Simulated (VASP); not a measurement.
A run of VASP 6.6.1 is set up as follows.

The input INCAR:

```
PREC = Accurate ; ENCUT = 520
EDIFF = 1E-6 ; ISMEAR = -1
SIGMA = 0.02 ; LREAL = Auto
LASPH = T ; NELM = 80
ALGO = Normal ; ISIF = 2
LWAVE = F ; LCHARG = T
GGA = PE ; IVDW = 12
LELF = T ; LVHAR = T
NBANDS = 45
```

Contents of KPOINTS:

```
Automatic mesh
0
Gamma
  1 1 1
```

File POSCAR:

```
H15NO6
1.0
    6.2222230000      0.0000000000      0.0000000000
    0.0000000000      6.2222230000      0.0000000000
    0.0000000000      0.0000000000      6.2222230000
O H N
6 15 1
Direct
    0.1706624787      0.6332784923      0.7878534729
    0.4132285198      0.1212106991      0.7735338319
    0.7056963404      0.2377446131      0.5001427946
    0.2418588983      0.3811338809      0.1732017641
    0.6225588508      0.5122767217      0.9348105974
    0.8045677566      0.9498373813      0.9662302364
    0.0336053529      0.6090749239      0.8682909629
    0.1305160551      0.4989052948      0.7148891964
    0.4161213766     -0.0198964261      0.6825374147
    0.3634392403      0.0460285657      0.8915784600
    0.6073713527      0.3374035293      0.4286088750
    0.8302177534      0.2974499628      0.5235588631
    0.3485088850      0.4987285091      0.1603446228
    0.1122910574      0.4751195835      0.2242928291
    0.6466981334      0.3584088838      0.8668606059
    0.5001588661      0.5850159983      0.8461606085
    0.7766195458      0.7984927573      0.9616980941
    0.6998463411      0.9873963051      0.8655588204
    0.7725213320      0.9102695291      0.4976356521
    1.0258070146      0.7894445442      0.4713910125
    0.8335284672      0.7283731232      0.3022071051
    0.8699945341      0.7678606183      0.4794910115
```

Potentials or basis: VASP PAW PBE potentials, release 64 (O, H, N).

Run with:

```sh
$ cat potpaw_PBE.64/O/POTCAR potpaw_PBE.64/H/POTCAR potpaw_PBE.64/N/POTCAR > POTCAR
$ mpirun -np 1 vasp_gam > vasp.out
```

(1) Predict the pressure.

(2) Predict the dispersion energy per atom.

## Answers

(1) -0.1 GPa.

(2) -0.031 eV.

Caveat: the k points lie up to 1.01 Å⁻¹ apart.
